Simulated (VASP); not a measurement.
Input of a VASP 6.6.1 run:

File INCAR:

```
SYSTEM = Bi2Te3
ALGO = Normal
DIPOL = 0.5 0.5 0.500
EDIFF = 1E-6
ENCUT = 520
GGA = PE
IDIPOL = 3
ISIF = 2
ISMEAR = 0
LASPH = .True.
LCHARG = .True.
LDIPOL = .True.
LELF = .True.
LREAL = .False.
LVACPOTAV = .True.
LVHAR = .True.
LWAVE = .False.
NBANDS = 59
NELM = 100
PREC = Accurate
SIGMA = 0.05
```

KPOINTS

```
k-points
0
Gamma
  9 9 1
  0 0 0
```

The input POSCAR:

```
Bi2Te3
1.0
    4.4481398131      0.0000000000      0.0000000000
   -2.2240699066      3.8522020778      0.0000000000
    0.0000000000      0.0000000000     33.2289777805
Te Bi
6 4
Direct
    0.0000000000      0.0000000000      0.2260137103
    0.6666666667      0.3333333333      0.3393148879
    0.3333333333      0.6666666667      0.4529102077
    0.6666666667      0.3333333333      0.5470899126
    0.3333333333      0.6666666667      0.6606821092
    0.0000000000      0.0000000000      0.7739859317
    0.3333333333      0.6666666667      0.2774019424
    0.0000000000      0.0000000000      0.4011357175
    0.0000000000      0.0000000000      0.5988662579
    0.6666666667      0.3333333333      0.7225993229
```

Potentials or basis: VASP PAW PBE potentials, release 64 (Te, Bi_d).

Command:

```console
$ cat potpaw_PBE.64/Te/POTCAR potpaw_PBE.64/Bi_d/POTCAR > POTCAR
$ mpirun -np 1 vasp_std > vasp.out
```

Problem. Predict the largest force.

Solution. 0.011 eV/Å.

Problem. Estimate the band gap on the k mesh.

Solution. 0.66 eV, direct.

Forces on the atoms (eV/Å):
```
Te   0.000  0.000 -0.008
Te   0.000  0.000  0.001
Te   0.000  0.000  0.011
Te   0.000  0.000 -0.011
Te   0.000  0.000 -0.001
Te   0.000  0.000  0.008
Bi   0.000  0.000  0.009
Bi   0.000  0.000 -0.011
Bi   0.000  0.000  0.011
Bi   0.000  0.000 -0.009
```

Caveat: spin-orbit coupling is left out, which moves the levels of the heavy elements.
